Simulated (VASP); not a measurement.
# PPt: single point with PBE

PPt:

```
CELL_PARAMETERS angstrom
3.64043 0.00000 0.00000
-1.82021 3.15270 0.00000
0.00000 0.00000 6.17958
ATOMIC_POSITIONS crystal
P 0.66667 0.33333 0.50310
P 0.33333 0.66667 0.00310
Pt 0.66667 0.33333 0.87190
Pt 0.33333 0.66667 0.37190
```

```
Program             : VASP 6.6.1
Task                : single point
Functional          : PBE
Potentials or basis : VASP PAW PBE potentials, release 64 (P, Pt)
Cutoff              : 520 eV
k mesh              : 7 × 7 × 4
Occupations         : fermi-dirac, width 0.15 eV
Spin                : no spin polarisation
```

```
Pressure               : 14.2 GPa
Largest force          : 0.361 eV/Å
Band gap on the k mesh : zero (band 15 reaches 11.20 eV, above the bottom of band 16 at 7.13 eV)
```

Forces in eV/Å, atoms in the order of the input:
```
P    0.000  0.000  0.361
P    0.000  0.000  0.361
Pt   0.000  0.000 -0.361
Pt   0.000  0.000 -0.361
```

Stress tensor (GPa, compression positive):
```
13.62  0.00  0.00
 0.00 13.62  0.00
 0.00  0.00 15.43
```

Levels at points of the mesh, in eV from the Fermi level:
| k point | band 11 | band 12 | band 13 | band 14 | band 15 | band 16 | band 17 | band 18 |
| --- | --- | --- | --- | --- | --- | --- | --- | --- |
| (0.00, 0.00, 0.00) | -3.73 | -3.73 | -3.42 | 1.96 | 1.96 | 3.46 | 3.89 | 4.54 |
| (0.00, 0.00, 0.50) | -4.01 | -4.01 | -0.15 | -0.15 | 2.92 | 2.92 | 2.92 | 2.92 |

It took 19 s on 1 thread of Intel(R) Xeon(R) Platinum 8488C (Sapphire Rapids) (shared host), peak memory 0.19 GiB.

Caveat: spin-orbit coupling is left out, which moves the levels of the heavy elements.
